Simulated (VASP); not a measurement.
A run of VASP 6.6.1:

Contents of INCAR:

```
SYSTEM = Mo3W
ALGO = Normal
EDIFF = 1E-7
EDIFFG = -0.01
ENCUT = 500
GGA = PE
GGA_COMPAT = .False.
IBRION = 2
ISIF = 3
ISMEAR = 0
LASPH = .True.
LCHARG = .False.
LREAL = .False.
LWAVE = .False.
NELM = 120
NELMIN = 4
NSW = 100
PREC = Accurate
SIGMA = 0.1
```

The input KPOINTS:

```
k-points
0
Gamma
  14 14 8
  0 0 0
```

File POSCAR:

```
Mo3W
1.0
    3.1579268360      0.0000000000      0.0000000000
    0.0000000000      3.1579268360      0.0000000000
    0.0000000000      0.0000000000      6.3705995786
Mo W
3 1
Direct
    0.0000000000      0.0000000000      0.7503554476
    0.5000000000      0.5000000000      0.0000000000
    0.0000000000      0.0000000000      0.2496445524
    0.5000000000      0.5000000000      0.5000000000
```

Potentials or basis: VASP PAW PBE potentials, release 64 (Mo_sv, W_sv).

Run with:

```sh
$ cat potpaw_PBE.64/Mo_sv/POTCAR potpaw_PBE.64/W_sv/POTCAR > POTCAR
$ mpirun -np 1 vasp_std > vasp.out
```

Hardware: 1 thread of Oxide Virtual Turin-like Processor (shared host).

Task: Estimate the wall time of this run.

Result: Run time: 18 min on 1 thread of Oxide Virtual Turin-like Processor, with other jobs on the host, peak memory 0.37 GiB. Counts: scf iterations 59, k points 180, ion steps 6.
